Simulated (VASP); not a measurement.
# CdPt (P4/mmm) in VASP: notebook

CdPt is run at these levels: LDA; tasks: single point, relaxation of cell and atoms.

Everything below comes from runs of VASP 6.6.1. Logs are shortened: lines on timing, memory, paths and dates and some standing lists are left out, and cuts for length are marked.

## (1) The cell of the first run

It takes space group P4/mmm (No. 123, tetragonal). The conventional cell has a = 2.919 Å, b = 2.919 Å, c = 3.796 Å, α = 90.00°, β = 90.00°, γ = 90.00°. Within 3.8 Å of Cd (site symmetry 4/mmm) lie 8 Pt at 2.80 Å and 6 Cd at 2.92 to 3.80 Å. Pt (site symmetry 4/mmm) has 8 Cd at 2.80 Å and 6 Pt at 2.92 to 3.80 Å within 3.8 Å.

## (2) Single point, LDA

Input file INCAR:

```
PREC = Accurate
ENCUT = 540
EDIFF = 1E-6
ISMEAR = 0
SIGMA = 0.1
LREAL = False
LASPH = True
NELM = 120
ALGO = Normal
ISIF = 2
LWAVE = False
LCHARG = False
GGA = CA
NBANDS = 26
GGA_COMPAT = False
```

Input file KPOINTS:

```
Automatic mesh
0
Gamma
  14 14 12
```

Input file POSCAR:

```
CdPt
1.0
    2.9189281451      0.0000000000      0.0000000000
    0.0000000000      2.9189281451      0.0000000000
    0.0000000000      0.0000000000      3.7960927498
Cd Pt
1 1
Direct
    0.0000000000      0.0000000000      0.0000000000
    0.5000000000      0.5000000000      0.5000000000
```

Potentials or basis: VASP PAW LDA potentials, release 64 (Cd_sv_GW, Pt_sv_GW).

Run with:

```sh
$ cat potpaw_LDA.64/Cd_sv_GW/POTCAR potpaw_LDA.64/Pt_sv_GW/POTCAR > POTCAR
$ mpirun -np 1 vasp_std > vasp.out
```

OUTCAR:

```text
PREC = Accurate
   ENCUT = 540
   EDIFF = 1E-6
   ISMEAR = 0
   LREAL = False
   LASPH = True
   NELM = 120
   ISIF = 2
   GGA = CA

 ion  position               nearest neighbor table
   1  0.000  0.000  0.000-   2 2.80   2 2.80   2 2.80   2 2.80   2 2.80   2 2.80   2 2.80   2 2.80

   2  0.500  0.500  0.500-   1 2.80   1 2.80   1 2.80   1 2.80   1 2.80   1 2.80   1 2.80   1 2.80

  LATTYP: Found a simple tetragonal cell.
 ALAT       =     2.9189281451
 C/A-ratio  =     1.3005091462

  Lattice vectors:

 A1 = (   2.9189281451,   0.0000000000,   0.0000000000)
 A2 = (   0.0000000000,   2.9189281451,   0.0000000000)
 A3 = (   0.0000000000,   0.0000000000,   3.7960927498)

Analysis of symmetry for initial positions (statically):
=====================================================================
 Subroutine PRICEL returns:
 Original cell was already a primitive cell.

 Routine SETGRP: Setting up the symmetry group for a
 simple tetragonal supercell.

 Subroutine GETGRP returns: Found 16 space group operations
 (whereof 16 operations were pure point group operations)
 out of a pool of 16 trial point group operations.

The static configuration has the point symmetry D_4h.

Analysis of symmetry for dynamics (positions and initial velocities):
=====================================================================
 Subroutine PRICEL returns:
 Original cell was already a primitive cell.

 Routine SETGRP: Setting up the symmetry group for a
 simple tetragonal supercell.

 Subroutine GETGRP returns: Found 16 space group operations
 (whereof 16 operations were pure point group operations)
 out of a pool of 16 trial point group operations.

The dynamic configuration has the point symmetry D_4h.

 Subroutine INISYM returns: Found 16 space group operations
 (whereof 16 operations are pure point group operations),
 and found     1 'primitive' translations

----------------------------------------------------------------------------------------

                                     Primitive cell

  volume of cell :      32.3432

  direct lattice vectors                    reciprocal lattice vectors
     2.918928145  0.000000000  0.000000000     0.342591510  0.000000000  0.000000000
     0.000000000  2.918928145  0.000000000     0.000000000  0.342591510  0.000000000
     0.000000000  0.000000000  3.796092750     0.000000000  0.000000000  0.263428758

  length of vectors
     2.918928145  2.918928145  3.796092750     0.342591510  0.342591510  0.263428758

  position of ions in fractional coordinates (direct lattice)
     0.000000000  0.000000000  0.000000000
     0.500000000  0.500000000  0.500000000

  ion indices of the primitive-cell ions
   primitive index   ion index
                 1           1
                 2           2

----------------------------------------------------------------------------------------

 KPOINTS: Automatic mesh

Automatic generation of k-mesh.
 Grid dimensions read from file:
 generate k-points for:   14   14   12

 Generating k-lattice:

  Cartesian coordinates                     Fractional coordinates (reciprocal lattice)
     0.024470822  0.000000000  0.000000000     0.071428571  0.000000000  0.000000000
     0.000000000  0.024470822  0.000000000     0.000000000  0.071428571  0.000000000
     0.000000000  0.000000000  0.021952397     0.000000000  0.000000000  0.083333333

  Length of vectors
     0.024470822  0.024470822  0.021952397

  Shift w.r.t. Gamma in fractional coordinates (k-lattice)
     0.000000000  0.000000000  0.000000000

 Subroutine IBZKPT returns following result:
 ===========================================

 Found    252 irreducible k-points:

 Following reciprocal coordinates:
            Coordinates               Weight
  0.000000  0.000000  0.000000      1.000000
  0.071429  0.000000  0.000000      4.000000
  0.142857  0.000000  0.000000      4.000000
  0.214286  0.000000  0.000000      4.000000
  0.285714  0.000000  0.000000      4.000000
  0.357143  0.000000  0.000000      4.000000
[... 16 lines left out ...]
  0.285714  0.214286  0.000000      8.000000
  0.357143  0.214286  0.000000      8.000000
 [... further k-points ...]
   k-points           NKPTS =    252   k-points in BZ     NKDIM =    252   number of bands    NBANDS=     26
   number of dos      NEDOS =    301   number of ions     NIONS =      2
   total plane-waves  NPLWV =  17280
   dimension x,y,z NGX =    24 NGY =   24 NGZ =   30
   dimension x,y,z NGXF=    48 NGYF=   48 NGZF=   60
   ions per type =               1   1
   NGX,Y,Z   is equivalent  to a cutoff of  13.67, 13.67, 13.14 a.u.
   NGXF,Y,Z  is equivalent  to a cutoff of  27.34, 27.34, 26.28 a.u.
 SYSTEM =  unknown system
   PREC   = accura    normal or accurate (medium, high low for compatibility)
   ISTART =      0    job   : 0-new  1-cont  2-samecut
   ICHARG =      2    charge: 1-file 2-atom 10-const
   ISPIN  =      1    spin polarized calculation?
   LNONCOLLINEAR =      F non collinear calculations
   LSORBIT =      F    spin-orbit coupling
   LASPH  =      T    aspherical Exc in radial PAW
   ENCUT  =  540.0 eV  39.69 Ry    6.30 a.u.   5.53  5.53  7.19*2*pi/ulx,y,z
   NELM   =    120;   NELMIN=  2; NELMDL= -5     # of ELM steps
   EDIFF  = 0.1E-05   stopping-criterion for ELM
   LREAL  =      F    real-space projection
   EDIFFG = 0.1E-04   stopping-criterion for IOM
   NSW    =      0    number of steps for IOM
   IBRION =     -1    ionic relax: 0-MD 1-quasi-New 2-CG
   NFREE  =      0    steps in history (QN), initial steepest desc. (CG)
   ISIF   =      2    stress and relaxation
   ISYM   =      2    0-nonsym 1-usesym 2-fastsym
   POTIM  = 0.5000    time-step for ionic-motion
   TEBEG  =    0.0;   TEEND  =   0.0 temperature during run
   PSTRESS=    0.0 pullay stress
   NELECT =      38.0000    total number of electrons
   NUPDOWN=      -1.0000    fix difference up-down
   EMIN   =  10.00;   EMAX   =-10.00  energy-range for DOS
   EFERMI =   0.00;   METHOD = LEGACY
   ISMEAR =     0;   SIGMA  =   0.10  broadening in eV -4-tet -1-fermi 0-gaus
   EFERMI_NEDOS =   21; number of points for ismear=-14 and -15
   IALGO  =     38    algorithm
   IMIX   =      4    mixing-type and parameters
     AMIX     =   0.40;   BMIX     =  1.00
     AMIX_MAG =   1.60;   BMIX_MAG =  1.00
  volume/ion in A,a.u.               =      16.17       109.13
  Fermi-wavevector in a.u.,A,eV,Ry     =   1.727461  3.264427 40.601420  2.984120
  Thomas-Fermi vector in A             =   2.802580
   LORBIT       =      0    0 simple, 1 ext, 2 COOP (PROOUT), +10 PAW based schemes
   GGA     = CA    functional components
   LHFCALC =     F    Hartree Fock is set to
   AEXX    =    0.0000 exact exchange contribution
   IVDW    =     0    specifies the selected vdW correction
   LEPSILON=     F    determine dielectric tensor
   LRPA    =     F    only Hartree local field effects (RPA)
 non-spin polarized calculation
 Gauss-broadening in eV      SIGMA  =   0.10
  energy-cutoff  :      540.00
  volume of cell :       32.34
 maximum number of plane-waves:       942
 NGX is ok and might be reduce to    24
   NGX = 11   NGY = 11   NGZ = 15

 number of electron      37.9999995 magnetization

 Free energy of the ion-electron system (eV)
  ---------------------------------------------------
  ext. energy  EPLUGINS =         0.00000000
  ---------------------------------------------------
  free energy    TOTEN  =        -9.56616202 eV

  energy without entropy =       -9.56310571  energy(sigma->0) =       -9.56463387

 E-fermi :   8.9838     XC(G=0): -13.6396

 val. band max:        8.9716774267   @ k =   0.2857   0.1429   0.4167
 cond. band min:       8.9853571834   @ k =   0.3571   0.3571   0.3333
 fundamental gap:      0.0136797567
 Fermi energy:         8.9837623240

 k-point     1 :       0.0000    0.0000    0.0000
  band No.  band energies     occupation
      1     -92.8675      2.00000
      2     -88.7177      2.00000
      3     -54.2513      2.00000
      4     -54.2513      2.00000
      5     -54.2151      2.00000
      6     -43.1965      2.00000
[... 18 lines left out ...]
     25      25.1719      0.00000
     26      25.5696      0.00000

 k-point     2 :       0.0714    0.0000    0.0000
  band No.  band energies     occupation
      1     -92.8673      2.00000
      2     -88.7171      2.00000
      3     -54.2533      2.00000
      4     -54.2508      2.00000
      5     -54.2147      2.00000
      6     -43.1957      2.00000
[... 18 lines left out ...]
     25      25.1689      0.00000
     26      26.0923      0.00000

 k-point     3 :       0.1429    0.0000    0.0000
  band No.  band energies     occupation
      1     -92.8669      2.00000
      2     -88.7165      2.00000
      3     -54.2603      2.00000
      4     -54.2503      2.00000
      5     -54.2142      2.00000
      6     -43.1944      2.00000
[... 18 lines left out ...]
     25      24.4825      0.00000
     26      26.4533      0.00000

 k-point     4 :       0.2143    0.0000    0.0000
  band No.  band energies     occupation
      1     -92.8664      2.00000
      2     -88.7157      2.00000
      3     -54.2702      2.00000
      4     -54.2498      2.00000
      5     -54.2135      2.00000
      6     -43.1923      2.00000
[... 18 lines left out ...]
     25      24.3585      0.00000
     26      26.0416      0.00000
[... 496 lines left out ...]
      1     -92.8652      2.00000
      2     -88.7138      2.00000
      3     -54.2688      2.00000
      4     -54.2685      2.00000
      5     -54.2122      2.00000
      6     -43.1881      2.00000
[... 18 lines left out ...]
     25      24.9964      0.00000
     26      25.0543      0.00000

 k-point    23 :       0.2857    0.2143    0.0000
  band No.  band energies     occupation
      1     -92.8645      2.00000
      2     -88.7124      2.00000
      3     -54.2793      2.00000
      4     -54.2678      2.00000
      5     -54.2109      2.00000
      6     -43.1851      2.00000
[... 18 lines left out ...]
     25      23.7167      0.00000
     26      24.0434      0.00000

 k-point    24 :       0.3571    0.2143    0.0000
  band No.  band energies     occupation
      1     -92.8639      2.00000
      2     -88.7112      2.00000
      3     -54.2888      2.00000
      4     -54.2670      2.00000
      5     -54.2098      2.00000
      6     -43.2024      2.00000
[... 18 lines left out ...]
     25      22.2737      0.00000
     26      22.7421      0.00000

 [... further k-points ...]
[... 5 lines left out ...]
  --------------------------------------------------------------------------------------
  -------------------------------------------------------------------------------------
  Total       -0.3840303     -0.3840303     -0.4258314      0.0000000      0.0000000      0.0000000
  in kB      -19.0235887    -19.0235887    -21.0942769      0.0000000      0.0000000      0.0000000
  external PRESSURE =     -19.7138181 kB  Pullay stress =       0.0000000 kB

 VOLUME and BASIS-vectors are now :
 -----------------------------------------------------------------------------
  energy-cutoff  :      540.00
  volume of cell :       32.34
      direct lattice vectors                 reciprocal lattice vectors
     2.918928145  0.000000000  0.000000000     0.342591510  0.000000000  0.000000000
     0.000000000  2.918928145  0.000000000     0.000000000  0.342591510  0.000000000
     0.000000000  0.000000000  3.796092750     0.000000000  0.000000000  0.263428758

 POSITION                                       TOTAL-FORCE (eV/Angst)
 -----------------------------------------------------------------------------------
      0.00000      0.00000      0.00000         0.000000      0.000000      0.000000
      1.45946      1.45946      1.89805         0.000000      0.000000      0.000000
 -----------------------------------------------------------------------------------
    total drift:                                0.000000      0.000000     -0.000000

  FREE ENERGIE OF THE ION-ELECTRON SYSTEM (eV)
  ---------------------------------------------------
  free  energy   TOTEN  =        -9.5661620237 eV

  energy  without entropy=       -9.5631057116  energy(sigma->0) =       -9.56463387
```

Run time: 76 s. Hardware: 1 thread of Intel Xeon Platinum 8559C (Emerald Rapids), shared host; peak memory 0.36 GiB.

What came out:

```
Free energy            : -9.5662 eV
Pressure               : -2.0 GPa
Band gap on the k mesh : zero (bands 19 and 20 overlap by 5.69 eV)
```

Stress tensor (GPa, compression positive):
```
-1.90  0.00  0.00
 0.00 -1.90  0.00
 0.00  0.00 -2.11
```

Caveat: spin-orbit coupling is left out, which moves the levels of the heavy elements.

## (3) Relaxation of cell and atoms, LDA

This run uses another cell than the first one, of 17.50 Å³/atom.

Input file INCAR:

```
ALGO     = Normal         # electronic algorithm
EDIFF    = 1E-7           # SCF threshold, eV
EDIFFG   = -0.005         # ionic threshold
ENCUT    = 540            # plane-wave cutoff, eV
GGA_COMPAT= F            
IBRION   = 2              # ionic algorithm
ISIF     = 3              # what is computed and relaxed
ISMEAR   = 0              # smearing method
LASPH    = T              # aspherical terms in the spheres
LCHARG   = F              # write CHGCAR
LREAL    = F              # projectors in reciprocal space
LWAVE    = F              # write WAVECAR
NELM     = 120            # most SCF steps
NELMIN   = 4            
NSW      = 70             # ionic steps
PREC     = Accurate       # precision mode
SIGMA    = 0.1            # smearing width, eV
```

Input file KPOINTS:

```
k-points
0
Gamma
  14 14 12
```

Input file POSCAR:

```
CdPt
1.0
    3.0003711889      0.0000000000      0.0000000000
    0.0000000000      3.0003711889      0.0000000000
    0.0000000000      0.0000000000      3.8888059567
Cd Pt
1 1
Direct
    0.0000000000      0.0000000000      0.0000000000
    0.5000000000      0.5000000000      0.5000000000
```

Potentials or basis: VASP PAW LDA potentials, release 64 (Cd_sv_GW, Pt_sv_GW).

Run with:

```sh
$ cat potpaw_LDA.64/Cd_sv_GW/POTCAR potpaw_LDA.64/Pt_sv_GW/POTCAR > POTCAR
$ mpirun -np 1 vasp_std > vasp.out
```

Run time: 11 min. Hardware: 1 thread of Intel Xeon Platinum 8488C (Sapphire Rapids), shared host; peak memory 0.39 GiB.

The run converged. Its results:

```yaml
Free_energy: -9.6021 eV
Relaxed_volume: 16.09 Å³/atom
Relaxed_cell: a = 2.918 Å, b = 2.918 Å, c = 3.781 Å, α = 90.00°, β = 90.00°, γ = 90.00°
Space_group_after_relaxing_to_0.1_Å: P4/mmm (No. 123)
Energy_gained_by_relaxing: 65.9 meV/atom
Ionic_steps: 7
Pressure_after_relaxing: 0.0 GPa
Band_gap_on_the_k_mesh: zero (bands 19 and 20 overlap by 5.71 eV)
```

The path:
```
step  energy change (eV)  largest force (eV/Å)  pressure (GPa)  volume (Å³)
   1              0.0000                0.0000          -13.71        35.01
   2              0.3326                0.0000           40.50        27.95
   3             -0.1315                0.0000           -0.70        32.29
   4             -0.1317                0.0000           -0.14        32.20
   5             -0.1317                0.0000            0.21        32.15
   6             -0.1317                0.0000           -0.33        32.23
   7             -0.1317                0.0000           -0.01        32.18
```

Final structure:
```cif
data_structure
_symmetry_space_group_name_H-M 'P 1'
_symmetry_Int_Tables_number 1
_cell_length_a 2.9176
_cell_length_b 2.9176
_cell_length_c 3.7809
_cell_angle_alpha 90.000
_cell_angle_beta 90.000
_cell_angle_gamma 90.000
_cell_volume 32.18
loop_
_atom_site_label
_atom_site_type_symbol
_atom_site_fract_x
_atom_site_fract_y
_atom_site_fract_z
_atom_site_occupancy
Cd1 Cd 0.00000 0.00000 0.00000 1
Pt1 Pt 0.50000 0.50000 0.50000 1
```

Levels at points of the mesh, in eV from the Fermi level:
| k point | band 16 | band 17 | band 18 | band 19 | band 20 | band 21 | band 22 | band 23 |
| --- | --- | --- | --- | --- | --- | --- | --- | --- |
| (0.00, 0.00, 0.00) | -3.58 | -1.36 | -1.36 | -0.83 | 1.69 | 7.90 | 8.77 | 8.77 |
| (0.50, 0.00, 0.00) | -3.97 | -3.32 | -2.37 | -1.65 | 1.08 | 9.14 | 9.41 | 10.35 |
| (0.50, 0.50, 0.00) | -2.15 | -1.96 | 0.02 | 0.02 | 0.16 | 5.20 | 6.35 | 9.55 |
| (0.00, 0.00, 0.50) | -4.58 | -2.36 | -2.19 | -2.19 | -0.93 | 14.01 | 14.02 | 14.06 |
| (0.50, 0.00, 0.50) | -1.81 | -1.80 | -1.35 | -1.26 | -1.09 | 2.98 | 4.16 | 13.69 |
| (0.50, 0.50, 0.50) | -4.56 | -1.61 | 0.17 | 4.10 | 5.48 | 5.48 | 5.76 | 6.38 |

Caveat: spin-orbit coupling is left out, which moves the levels of the heavy elements.
